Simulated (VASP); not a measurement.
Crystal: GaSb2.

```xyz
3
Lattice="5.3834 0.0000 0.0000 -2.6917 4.6621 0.0000 0.0000 0.0000 3.1975" Properties=species:S:1:pos:R:3 pbc="T T T"
Ga    0.0000    0.0000    0.0000
Sb    0.0000    3.1081    1.5987
Sb    2.6917    1.5540    1.5987
```

- Program: VASP 6.6.1
- Task: relaxation of cell and atoms
- Functional: PBE
- Potentials or basis: VASP PAW PBE potentials, release 64 (Ga_d, Sb)
- Cutoff: 600 eV
- k mesh: 12 × 12 × 14
- Occupations: gaussian, width 0.1 eV
- Spin: no spin polarisation

At the start: pressure -0.5 GPa; volume 26.75 Å³/atom.

Where does the relaxation end?

Over 5 steps the energy falls by 2.2 meV/atom and the volume is 26.41 Å³/atom (-1.3 %); space group P6/mmm (No. 191, to 0.05 Å).

Step by step:
| step | energy change (eV) | largest force (eV/Å) | pressure (GPa) | volume (Å³) |
| --- | --- | --- | --- | --- |
| 1 | 0.0000 | 0.0000 | -0.52 | 80.25 |
| 2 | -0.0064 | 0.0000 | 0.00 | 79.25 |
| 3 | -0.0065 | 0.0000 | 0.05 | 79.15 |
| 4 | -0.0065 | 0.0000 | 0.06 | 79.13 |
| 5 | -0.0065 | 0.0000 | 0.00 | 79.23 |

Final structure:
```
Ga Sb
1.0
     5.38981    0.00000    0.00000
    -2.69490    4.66771    0.00000
     0.00000    0.00000    3.14913
Ga Sb
1 2
Direct
  0.00000 0.00000 0.00000
  0.33333 0.66667 0.50000
  0.66667 0.33333 0.50000
```
